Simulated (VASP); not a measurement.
Input of a VASP 6.6.1 run:

File INCAR:

```
SYSTEM = Te2Mo
PREC = Accurate
ENCUT = 520
EDIFF = 1E-7
ISMEAR = 0
SIGMA = 0.02
LREAL = .FALSE.
LASPH = .TRUE.
NELM = 80
ALGO = Normal
ISIF = 2
LWAVE = .FALSE.
LCHARG = .FALSE.
LDIPOL = .TRUE.
IDIPOL = 3
DIPOL = 0.5 0.5 0.500
GGA = PE
IVDW = 12
NBANDS = 20
```

File KPOINTS:

```
Automatic mesh
0
G
  9 9 1
  0 0 0
```

The input POSCAR:

```
Te2Mo
1.0
    3.5038818256      0.0000000000      0.0000000000
   -1.7519409128      3.0344506729      0.0000000000
    0.0000000000      0.0000000000     33.2698831945
Te Mo
2 1
Direct
    0.3333333333      0.6666666667      0.4453881526
    0.3333333333      0.6666666667      0.5546118474
    0.6666666667      0.3333333333      0.5000000000
```

Potentials or basis: VASP PAW PBE potentials, release 64 (Te, Mo_sv).

Launch:

```sh
$ cat potpaw_PBE.64/Te/POTCAR potpaw_PBE.64/Mo_sv/POTCAR > POTCAR
$ mpirun -np 1 vasp_std > vasp.out
```

Question: What does it give for the band gap on the k mesh?

Answer: 1.19 eV, direct.

Question: What does it give for the largest force?

Answer: 0.013 eV/Å.

Question: Predict the dispersion energy per atom.

Answer: -0.401 eV.

Forces on the atoms (eV/Å):
```
Te   0.000  0.000 -0.013
Te   0.000  0.000  0.013
Mo   0.000  0.000  0.000
```

Caveat: spin-orbit coupling is left out, which moves the levels of the heavy elements.
